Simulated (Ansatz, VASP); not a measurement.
**I: VASP beside Ansatz**

```xyz
2
Lattice="0.0000 3.4898 3.4898 3.4898 0.0000 3.4898 3.4898 3.4898 0.0000" Properties=species:S:1:pos:R:3 pbc="T T T"
I    -0.8724   -0.8724   -0.8724
I     0.8724    0.8724    0.8724
```

Alike in both runs: task relaxation of cell and atoms; functional PBE; k mesh 10 × 10 × 10; occupations fermi-dirac, width 0.1 eV; no spin polarisation.

|  | VASP | Ansatz |
| --- | --- | --- |
| version | VASP 6.6.1 | Ansatz 0.2.0 |
| potentials or method | VASP PAW PBE potentials, release 64 (I) | PAW with Ansatz's default frozen-core files, scalar-relativistic |
| plane-wave cutoff (eV) | 600 | 420 |
| valence electrons in the cell | 14 | 34 |

VASP gave:

```
relaxed volume (Å³/atom)                                     : 61.15
relaxed cell length with the largest relative difference (Å) : 5.572
```

Q: Estimate Ansatz's values.

A: Relaxed volume (Å³/atom): 61.10; relaxed cell length with the largest relative difference (Å): 5.570.

VASP's potentials hold 14 valence electrons a cell and Ansatz's 34, so a difference there can come from the potentials and not from the codes.

Spin-orbit coupling is off throughout. Noted on VASP's run: the volume moved by over 15 % at a fixed basis, so the end points are rough.
